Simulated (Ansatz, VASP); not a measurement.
## Ir in VASP and in Ansatz

```xyz
2
Lattice="-2.5134 2.1574 1.3286 2.1574 -2.5134 1.3286 2.8832 2.8832 -1.9805" Properties=species:S:1:pos:R:3 pbc="T T T"
Ir   -2.4106    2.0547    1.3286
Ir   -0.0068    2.5340    0.3384
```

Alike in both runs: task single point; functional LDA; k mesh 17 × 17 × 10; occupations fermi-dirac, width 0.1 eV; no spin polarisation.

|  | VASP | Ansatz |
| --- | --- | --- |
| version | VASP 6.6.1 | Ansatz 0.2.0 |
| potentials or method | VASP PAW LDA potentials, release 64 (Ir_sv_GW), cutoff 500 eV | plane waves (420 eV) with PAW, scalar-relativistic |
| valence electrons in the cell | 34 | 34 |

Ansatz gave:

| Item | Value |
| --- | --- |
| pressure (GPa) | -21.8 |
| traceless stress, the component that is largest in VASP (GPa) | -2.01 |

**Question.** Estimate VASP's values.

**Answer.** Pressure (GPa): -23.5; traceless stress, the component that is largest in VASP (GPa): -1.88.

Ansatz warns that its potentials were made for another functional, while VASP's fit it. LDA's correlation is that of Perdew and Zunger in VASP and of Perdew and Wang (1992) in Ansatz.

Spin-orbit coupling is off throughout.
